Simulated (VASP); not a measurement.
Set up this calculation in VASP 6.6.1, as the native input.

* Task: single point
* Functional: HSE06
* Potentials or basis: VASP PAW PBE potentials, release 64 (Ir)
* Cutoff: 520 eV
* k mesh: 8 × 8 × 8
* Occupations: fermi-dirac, width 0.05 eV
* Spin: no spin polarisation
* Dipole correction: no
* Grid for exact exchange (PRECFOCK): Normal
* Further INCAR settings: ALGO = Normal; EDIFF = 1e-06; NBANDS = 10
* Share of exact exchange: 0.25
* Screening parameter: 0.2079 1/Å

Ir:

```
Ir
1.0
     0.00000    1.94081    1.94081
     1.94081    0.00000    1.94081
     1.94081    1.94081    0.00000
Ir
1
Direct
  0.00000 0.00000 0.00000
```

One way to write it, as run:

POSCAR

```
Ir
1.0
    0.0000000000      1.9408081540      1.9408081540
    1.9408081540      0.0000000000      1.9408081540
    1.9408081540      1.9408081540      0.0000000000
Ir
1
Direct
    0.0000000000      0.0000000000      0.0000000000
```

INCAR.step1

```
SYSTEM = Ir
ALGO = Normal
EDIFF = 1E-5
ENCUT = 520
GGA = PE
ISIF = 2
ISMEAR = -1
LASPH = .TRUE.
LREAL = .FALSE.
LWAVE = .TRUE.
NBANDS = 10
NELM = 80
PREC = Accurate
SIGMA = 0.05
```

INCAR.step2

```
SYSTEM = Ir
ALGO = Normal
EDIFF = 1E-6
ENCUT = 520
GGA = PE
HFSCREEN = 0.2079
ISIF = 2
ISMEAR = -1
ISTART = 1
LASPH = .TRUE.
LCHARG = .TRUE.
LELF = .TRUE.
LHFCALC = .TRUE.
LREAL = .FALSE.
LVHAR = .TRUE.
LWAVE = .FALSE.
NBANDS = 10
NELM = 80
PREC = Accurate
PRECFOCK = Normal
SIGMA = 0.05
```

KPOINTS

```
k-points
0
G
  8 8 8
  0 0 0
```

Potentials or basis: VASP PAW PBE potentials, release 64 (Ir).

Command:

```bash
$ cat potpaw_PBE.64/Ir/POTCAR > POTCAR
$ cp INCAR.step1 INCAR
$ mpirun -np 1 vasp_std > vasp.out
$ cp INCAR.step2 INCAR
$ mpirun -np 1 vasp_std > vasp.out
```

It gave:

| Property | Result |
| --- | --- |
| Pressure | -12.3 GPa |
| Band gap on the k mesh | zero (an odd number of electrons rules out a gap without spin polarisation) |

Caveat: the cell stands under tension; the PAW data sets were made with another functional, which shifts forces and pressure a little; spin-orbit coupling is left out, which moves the levels of the heavy elements.

Wall time 27 min on 1 thread of Intel(R) Xeon(R) Platinum 8375C CPU @ 2.90GHz (Ice Lake), on a shared host, peak memory 0.24 GiB.
